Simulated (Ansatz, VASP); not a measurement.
One calculation of SnSe, two programs

```
CELL_PARAMETERS angstrom
11.67937 0.00000 0.00000
0.00000 4.12631 0.00000
0.00000 0.00000 4.69273
ATOMIC_POSITIONS crystal
Sn 0.12007 0.25000 0.12405
Sn 0.87993 0.75000 0.87595
Sn 0.37993 0.75000 0.62405
Sn 0.62007 0.25000 0.37595
Se 0.85213 0.25000 0.48813
Se 0.14787 0.75000 0.51187
Se 0.64787 0.75000 0.98813
Se 0.35213 0.25000 0.01187
```

Alike in both runs: functional r2SCAN; k mesh 4 × 6 × 6; occupations gaussian, width 0.02 eV; no spin polarisation.

Ansatz relaxed the structure, and its values are those at the end. VASP's run is a single point on that final structure, the one shown.

|  | VASP | Ansatz |
| --- | --- | --- |
| version | VASP 6.6.1 | Ansatz 0.2.0 |
| potentials or method | VASP PAW PBE potentials, release 64 (Sn_d, Se), cutoff 520 eV | scalar-relativistic, plane waves, PAW |
| valence electrons in the cell | 80 | 120 |

|  | VASP | Ansatz | Ansatz less VASP |
| --- | --- | --- | --- |
| gap on the k mesh at the Fermi level (eV) | 1.02 | 1.02 | +0.004 |
| least direct gap on the mesh (eV) | 1.36 | 1.37 | +0.010 |
| pressure (GPa) | 0.0 | 0.0 | -0.02 |
| rms of the force components (eV/Å) | 0.008 | 0.002 | -0.0054 |

VASP's potentials were made for PBE, not for r2SCAN. VASP's potentials hold 80 valence electrons a cell and Ansatz's 120, so a difference there can come from the potentials and not from the codes.
